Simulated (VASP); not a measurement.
# MgCd3O4 (P4/mmm) in VASP: single point with PBE

Aim: the single point of MgCd3O4 with PBE.

Everything below comes from runs of VASP 6.6.1. Logs are shortened: lines on timing, memory, paths and dates and some standing lists are left out, and cuts for length are marked.

## 1. The cell of the first run

Symmetry: P4/mmm, No. 123, tetragonal system. The conventional cell has a = 3.308 Å, b = 3.308 Å, c = 9.330 Å, α = 90.00°, β = 90.00°, γ = 90.00°. Within 2.9 Å of Mg (site symmetry 4/mmm) lie 6 O at 2.17 to 2.34 Å. Within 3.0 Å of Cd (site symmetry 4mm) lie 6 O at 2.27 to 2.40 Å. Within 3.1 Å of Cd (site symmetry 4/mmm) lie 6 O at 2.34 to 2.50 Å. O (site symmetry 4mm) has 1 Mg at 2.17 Å and 5 Cd at 2.34 to 2.50 Å within 2.9 Å. Within 3.1 Å of O (site symmetry 4/mmm) lie 6 Cd at 2.34 to 2.40 Å. O (site symmetry 4/mmm) has 2 Cd at 2.27 Å and 4 Mg at 2.34 Å within 3.0 Å.

## 2. Single point, PBE

File POSCAR:

```
MgCd3O4
1.0
    3.3076836379      0.0000000000      0.0000000000
    0.0000000000      3.3076836379      0.0000000000
    0.0000000000      0.0000000000      9.3304801768
Mg Cd O
1 3 4
Direct
    0.0000000000      0.0000000000      0.0000000000
    0.5000000000      0.5000000000      0.2432999155
    0.0000000000      0.0000000000      0.5000000000
    0.5000000000      0.5000000000      0.7567000845
    0.0000000000      0.0000000000      0.2322467424
    0.5000000000      0.5000000000      0.5000000000
    0.0000000000      0.0000000000      0.7677532576
    0.5000000000      0.5000000000      0.0000000000
```

File INCAR.step1:

```
SYSTEM = MgCd3O4
  PREC = Accurate
  ENCUT = 520
  EDIFF = 1E-6
  ISMEAR = 0
  SIGMA = 0.1
  LREAL = .False.
  LASPH = .True.
  NELM = 100
  ALGO = Normal
  ISIF = 2
  LWAVE = .False.
  LCHARG = .True.
  GGA = PE
  NBANDS = 41
```

File KPOINTS.step1:

```
regular mesh
0
Gamma
  12 12 4
  0 0 0
```

File INCAR.step2:

```
SYSTEM = MgCd3O4
  PREC = Accurate
  ENCUT = 520
  EDIFF = 1E-6
  ISMEAR = -5
  SIGMA = 0.1
  LREAL = .False.
  LASPH = .True.
  NELM = 100
  ALGO = Normal
  ISIF = 2
  LWAVE = .False.
  LCHARG = .False.
  GGA = PE
  LORBIT = 11
  NBANDS = 41
  NEDOS = 1001
  ICHARG = 11
```

File KPOINTS.step2:

```
regular mesh
0
Gamma
  18 18 6
  0 0 0
```

Potentials or basis: VASP PAW PBE potentials, release 64 (Mg, Cd, O).

Command:

```console
> cat potpaw_PBE.64/Mg/POTCAR potpaw_PBE.64/Cd/POTCAR potpaw_PBE.64/O/POTCAR > POTCAR
> cp INCAR.step1 INCAR
> cp KPOINTS.step1 KPOINTS
> mpirun -np 1 vasp_std > vasp.out
> cp INCAR.step2 INCAR
> cp KPOINTS.step2 KPOINTS
> mpirun -np 1 vasp_std > vasp.out
```

OUTCAR:

```text
SYSTEM = MgCd3O4
   PREC = Accurate
   ENCUT = 520
   EDIFF = 1E-6
   ISMEAR = -5
   LREAL = .False.
   LASPH = .True.
   NELM = 100
   ISIF = 2
   GGA = PE
   LORBIT = 11
   ICHARG = 11

 ion  position               nearest neighbor table
   1  0.000  0.000  0.000-   5 2.17   7 2.17   8 2.34   8 2.34   8 2.34   8 2.34   4 3.26   4 3.26
                             2 3.26   4 3.26   2 3.26   2 3.26   4 3.26   2 3.26
   2  0.500  0.500  0.243-   8 2.27   5 2.34   5 2.34   5 2.34   5 2.34   6 2.40   1 3.26   1 3.26
                             1 3.26   1 3.26   3 3.35   3 3.35   3 3.35   3 3.35
   3  0.000  0.000  0.500-   6 2.34   6 2.34   6 2.34   6 2.34   7 2.50   5 2.50   4 3.35   4 3.35
                             2 3.35   4 3.35   2 3.35   2 3.35   4 3.35   2 3.35
   4  0.500  0.500  0.757-   8 2.27   7 2.34   7 2.34   7 2.34   7 2.34   6 2.40   1 3.26   1 3.26
                             1 3.26   1 3.26   3 3.35   3 3.35   3 3.35   3 3.35
   5  0.000  0.000  0.232-   1 2.17   2 2.34   2 2.34   2 2.34   2 2.34   3 2.50
   6  0.500  0.500  0.500-   3 2.34   3 2.34   3 2.34   3 2.34   4 2.40   2 2.40
   7  0.000  0.000  0.768-   1 2.17   4 2.34   4 2.34   4 2.34   4 2.34   3 2.50
   8  0.500  0.500  0.000-   2 2.27   4 2.27   1 2.34   1 2.34   1 2.34   1 2.34

  LATTYP: Found a simple tetragonal cell.
 ALAT       =     3.3076836379
 C/A-ratio  =     2.8208502379

  Lattice vectors:

 A1 = (   3.3076836379,   0.0000000000,   0.0000000000)
 A2 = (   0.0000000000,   3.3076836379,   0.0000000000)
 A3 = (   0.0000000000,   0.0000000000,   9.3304801768)

Analysis of symmetry for initial positions (statically):
=====================================================================
 Subroutine PRICEL returns:
 Original cell was already a primitive cell.

 Routine SETGRP: Setting up the symmetry group for a
 simple tetragonal supercell.

 Subroutine GETGRP returns: Found 16 space group operations
 (whereof 16 operations were pure point group operations)
 out of a pool of 16 trial point group operations.

The static configuration has the point symmetry D_4h.

Analysis of symmetry for dynamics (positions and initial velocities):
=====================================================================
 Subroutine PRICEL returns:
 Original cell was already a primitive cell.

 Routine SETGRP: Setting up the symmetry group for a
 simple tetragonal supercell.

 Subroutine GETGRP returns: Found 16 space group operations
 (whereof 16 operations were pure point group operations)
 out of a pool of 16 trial point group operations.

The dynamic configuration has the point symmetry D_4h.

 Subroutine INISYM returns: Found 16 space group operations
 (whereof 16 operations are pure point group operations),
 and found     1 'primitive' translations

----------------------------------------------------------------------------------------

                                     Primitive cell

  volume of cell :     102.0826

  direct lattice vectors                    reciprocal lattice vectors
     3.307683638  0.000000000  0.000000000     0.302326374  0.000000000  0.000000000
     0.000000000  3.307683638  0.000000000     0.000000000  0.302326374  0.000000000
     0.000000000  0.000000000  9.330480177     0.000000000  0.000000000  0.107175620

  length of vectors
     3.307683638  3.307683638  9.330480177     0.302326374  0.302326374  0.107175620

  position of ions in fractional coordinates (direct lattice)
     0.000000000  0.000000000  0.000000000
     0.500000000  0.500000000  0.243299916
     0.000000000  0.000000000  0.500000000
     0.500000000  0.500000000  0.756700084
     0.000000000  0.000000000  0.232246742
     0.500000000  0.500000000  0.500000000
     0.000000000  0.000000000  0.767753258
     0.500000000  0.500000000  0.000000000

  ion indices of the primitive-cell ions
   primitive index   ion index
                 1           1
                 2           2
                 3           3
                 4           4
                 5           5
                 6           6
                 7           7
                 8           8

----------------------------------------------------------------------------------------

 KPOINTS: regular mesh

Automatic generation of k-mesh.
 Grid dimensions read from file:
 generate k-points for:   18   18    6

 Generating k-lattice:

  Cartesian coordinates                     Fractional coordinates (reciprocal lattice)
     0.016795910  0.000000000  0.000000000     0.055555556  0.000000000  0.000000000
     0.000000000  0.016795910  0.000000000     0.000000000  0.055555556  0.000000000
     0.000000000  0.000000000  0.017862603     0.000000000  0.000000000  0.166666667

  Length of vectors
     0.016795910  0.016795910  0.017862603

  Shift w.r.t. Gamma in fractional coordinates (k-lattice)
     0.000000000  0.000000000  0.000000000

 TETIRR: Found   2916 inequivalent tetrahedra from    11664

 Subroutine IBZKPT returns following result:
 ===========================================

 Found    220 irreducible k-points:

 Following reciprocal coordinates:
            Coordinates               Weight
  0.000000  0.000000  0.000000      1.000000
  0.055556  0.000000  0.000000      4.000000
  0.111111  0.000000  0.000000      4.000000
  0.166667  0.000000  0.000000      4.000000
  0.222222  0.000000  0.000000      4.000000
  0.277778  0.000000  0.000000      4.000000
[... 16 lines left out ...]
  0.277778  0.111111  0.000000      8.000000
  0.333333  0.111111  0.000000      8.000000
 [... further k-points ...]
   k-points           NKPTS =    220   k-points in BZ     NKDIM =    220   number of bands    NBANDS=     41
   number of dos      NEDOS =   1001   number of ions     NIONS =      8
   total plane-waves  NPLWV =  54880
   dimension x,y,z NGX =    28 NGY =   28 NGZ =   70
   dimension x,y,z NGXF=    56 NGYF=   56 NGZF=  140
   ions per type =               1   3   4
   NGX,Y,Z   is equivalent  to a cutoff of  14.07, 14.07, 12.47 a.u.
   NGXF,Y,Z  is equivalent  to a cutoff of  28.15, 28.15, 24.94 a.u.
 SYSTEM =  MgCd3O4
   PREC   = accura    normal or accurate (medium, high low for compatibility)
   ISTART =      0    job   : 0-new  1-cont  2-samecut
   ICHARG =     11    charge: 1-file 2-atom 10-const
   ISPIN  =      1    spin polarized calculation?
   LNONCOLLINEAR =      F non collinear calculations
   LSORBIT =      F    spin-orbit coupling
   LASPH  =      T    aspherical Exc in radial PAW
   ENCUT  =  520.0 eV  38.22 Ry    6.18 a.u.   6.15  6.15 17.35*2*pi/ulx,y,z
   NELM   =    100;   NELMIN=  2; NELMDL=  0     # of ELM steps
   EDIFF  = 0.1E-05   stopping-criterion for ELM
   LREAL  =      F    real-space projection
   EDIFFG = 0.1E-04   stopping-criterion for IOM
   NSW    =      0    number of steps for IOM
   IBRION =     -1    ionic relax: 0-MD 1-quasi-New 2-CG
   NFREE  =      0    steps in history (QN), initial steepest desc. (CG)
   ISIF   =      2    stress and relaxation
   ISYM   =      2    0-nonsym 1-usesym 2-fastsym
   POTIM  = 0.5000    time-step for ionic-motion
   TEBEG  =    0.0;   TEEND  =   0.0 temperature during run
   PSTRESS=    0.0 pullay stress
   NELECT =      62.0000    total number of electrons
   NUPDOWN=      -1.0000    fix difference up-down
   EMIN   =  10.00;   EMAX   =-10.00  energy-range for DOS
   EFERMI =   0.00;   METHOD = LEGACY
   ISMEAR =    -5;   SIGMA  =   0.10  broadening in eV -4-tet -1-fermi 0-gaus
   EFERMI_NEDOS =   21; number of points for ismear=-14 and -15
   IALGO  =     38    algorithm
   IMIX   =      4    mixing-type and parameters
     AMIX     =   0.40;   BMIX     =  1.00
     AMIX_MAG =   1.60;   BMIX_MAG =  1.00
  volume/ion in A,a.u.               =      12.76        86.11
  Fermi-wavevector in a.u.,A,eV,Ry     =   1.386399  2.619913 26.151770  1.922101
  Thomas-Fermi vector in A             =   2.510718
   LORBIT       =     11    0 simple, 1 ext, 2 COOP (PROOUT), +10 PAW based schemes
   GGA     = PE    functional components
   LHFCALC =     F    Hartree Fock is set to
   AEXX    =    0.0000 exact exchange contribution
   IVDW    =     0    specifies the selected vdW correction
   LEPSILON=     F    determine dielectric tensor
   LRPA    =     F    only Hartree local field effects (RPA)
 non-spin polarized calculation
 Fermi weights with tetrahedron method with Bloechl corrections
  energy-cutoff  :      520.00
  volume of cell :      102.08
 maximum number of plane-waves:      2784
 NGX is ok and might be reduce to    28

 number of electron      62.0000036 magnetization

 Free energy of the ion-electron system (eV)
  ---------------------------------------------------
  ext. energy  EPLUGINS =         0.00000000
  ---------------------------------------------------
  free energy    TOTEN  =       -34.50852457 eV

  energy without entropy =      -34.50852457  energy(sigma->0) =      -34.50852457

 E-fermi :   2.2729     XC(G=0): -11.2690

 val. band max:        2.2977189198   @ k =   0.5000   0.0000   0.0000
 cond. band min:       2.3452148537   @ k =   0.0556   0.0000   0.0000
 fundamental gap:      0.0474959339
 Fermi energy:         2.2728781175

 k-point     1 :       0.0000    0.0000    0.0000
  band No.  band energies     occupation
      1     -15.3082      2.00000
      2     -14.8633      2.00000
      3     -14.7595      2.00000
      4     -14.1580      2.00000
      5      -5.2688      2.00000
      6      -4.9044      2.00000
[... 33 lines left out ...]
     40      13.7497      0.00000
     41      14.5901      0.00000

 k-point     2 :       0.0556    0.0000    0.0000
  band No.  band energies     occupation
      1     -15.2949      2.00000
      2     -14.8521      2.00000
      3     -14.7484      2.00000
      4     -14.1541      2.00000
      5      -5.2636      2.00000
      6      -4.9310      2.00000
[... 33 lines left out ...]
     40      13.5101      0.00000
     41      14.2413      0.00000

 k-point     3 :       0.1111    0.0000    0.0000
  band No.  band energies     occupation
      1     -15.2562      2.00000
      2     -14.8195      2.00000
      3     -14.7161      2.00000
      4     -14.1432      2.00000
      5      -5.2530      2.00000
      6      -4.9934      2.00000
[... 33 lines left out ...]
     40      13.4001      0.00000
     41      14.0240      0.00000

 k-point     4 :       0.1667    0.0000    0.0000
  band No.  band energies     occupation
      1     -15.1956      2.00000
      2     -14.7681      2.00000
      3     -14.6657      2.00000
      4     -14.1275      2.00000
      5      -5.2526      2.00000
      6      -5.0725      2.00000
[... 825 lines left out ...]
     40      12.9072      0.00000
     41      13.0291      0.00000

 k-point    23 :       0.2778    0.1111    0.0000
  band No.  band energies     occupation
      1     -15.0123      2.00000
      2     -14.6079      2.00000
      3     -14.5175      2.00000
      4     -14.0845      2.00000
      5      -5.3569      2.00000
      6      -5.2350      2.00000
[... 33 lines left out ...]
     40      12.9860      0.00000
     41      13.0646      0.00000

 k-point    24 :       0.3333    0.1111    0.0000
  band No.  band energies     occupation
      1     -14.9397      2.00000
      2     -14.5409      2.00000
      3     -14.4597      2.00000
      4     -14.0755      2.00000
      5      -5.4519      2.00000
      6      -5.3144      2.00000
[... 33 lines left out ...]
     40      12.7452      0.00000
     41      13.1220      0.00000

 [... further k-points ...]
[... 5 lines left out ...]
  --------------------------------------------------------------------------------------
  -------------------------------------------------------------------------------------
  Total        0.6638839      0.6638839      0.6060402      0.0000000      0.0000000      0.0000000
  in kB       10.4195932     10.4195932      9.5117426      0.0000000      0.0000000      0.0000000
  external PRESSURE =      10.1169764 kB  Pullay stress =       0.0000000 kB

 VOLUME and BASIS-vectors are now :
 -----------------------------------------------------------------------------
  energy-cutoff  :      520.00
  volume of cell :      102.08
      direct lattice vectors                 reciprocal lattice vectors
     3.307683638  0.000000000  0.000000000     0.302326374  0.000000000  0.000000000
     0.000000000  3.307683638  0.000000000     0.000000000  0.302326374  0.000000000
     0.000000000  0.000000000  9.330480177     0.000000000  0.000000000  0.107175620

 POSITION                                       TOTAL-FORCE (eV/Angst)
 -----------------------------------------------------------------------------------
      0.00000      0.00000      0.00000         0.000000     -0.000000      0.000000
      1.65384      1.65384      2.27011        -0.000000      0.000000      0.029404
      0.00000      0.00000      4.66524         0.000000     -0.000000      0.000000
      1.65384      1.65384      7.06038         0.000000      0.000000     -0.029404
      0.00000      0.00000      2.16697         0.000000     -0.000000     -0.037801
      1.65384      1.65384      4.66524         0.000000     -0.000000      0.000000
      0.00000      0.00000      7.16351         0.000000     -0.000000      0.037801
      1.65384      1.65384      0.00000         0.000000     -0.000000      0.000000
 -----------------------------------------------------------------------------------
    total drift:                                0.000000      0.000000      0.000000

  FREE ENERGIE OF THE ION-ELECTRON SYSTEM (eV)
  ---------------------------------------------------
  free  energy   TOTEN  =       -34.5085245723 eV

  energy  without entropy=      -34.5085245723  energy(sigma->0) =      -34.50852457

 total charge

# of ion       s       p       d       tot
------------------------------------------
    1        0.126   0.118   0.044   0.288
    2        0.338   0.269   9.656  10.263
    3        0.330   0.241   9.645  10.216
    4        0.338   0.269   9.656  10.263
    5        1.568   3.380   0.000   4.948
    6        1.574   3.353   0.000   4.927
    7        1.568   3.380   0.000   4.948
    8        1.554   3.409   0.000   4.963
--------------------------------------------------
tot          7.395  14.420  29.002  50.816
```

It took 15 min on 1 thread of Intel Xeon Platinum 8488C (Sapphire Rapids), shared host; peak memory 0.77 GiB.

Results:

| Item | Value |
| --- | --- |
| Valence electrons inside the program's atomic spheres | Mg 0.29; Cd 10.26, 10.22 (each value once); O 4.95, 4.93, 4.96 (each value once) |
